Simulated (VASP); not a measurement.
Here is a VASP 6.6.1 calculation.

The input INCAR:

```
ALGO = Normal
EDIFF = 1E-8
ENCUT = 600
IBRION = 6
ISIF = 3
ISMEAR = -1
LASPH = True
LCHARG = False
LREAL = False
LWAVE = False
NELM = 80
NFREE = 2
NSW = 1
POTIM = 0.015
PREC = Accurate
SIGMA = 0.05
```

File KPOINTS:

```
k-points
0
Gamma
  5 5 5
```

POSCAR

```
PbS
1.0
    3.6536590000      0.0000000000      0.0000000000
    0.0000000000      3.6536590000      0.0000000000
    0.0000000000      0.0000000000      3.6536590000
Pb S
1 1
Direct
    0.0000000000      0.0000000000      0.0000000000
    0.5000000000      0.5000000000      0.5000000000
```

Potentials or basis: VASP PAW LDA potentials, release 64 (Pb_d, S).

Run with:

```console
$ cat potpaw_LDA.64/Pb_d/POTCAR potpaw_LDA.64/S/POTCAR > POTCAR
$ mpirun -np 1 vasp_std > vasp.out
```

Problem. Predict the elastic constants C11, C12, C44.

Solution. 113, 24, 2 GPa.

Problem. Predict the Voigt bulk modulus.

Solution. 53 GPa.

Problem. Predict the most unstable mode.

Solution. 124i cm⁻¹.

Phonon frequencies in cm⁻¹ (negative: imaginary):
| q point | frequencies |
| --- | --- |
| (0.000, 0.000, 0.000) | -124 -124 -124 0 0 0 |

Caveat: the cell is under stress, which shifts elastic constants; some modes are imaginary.
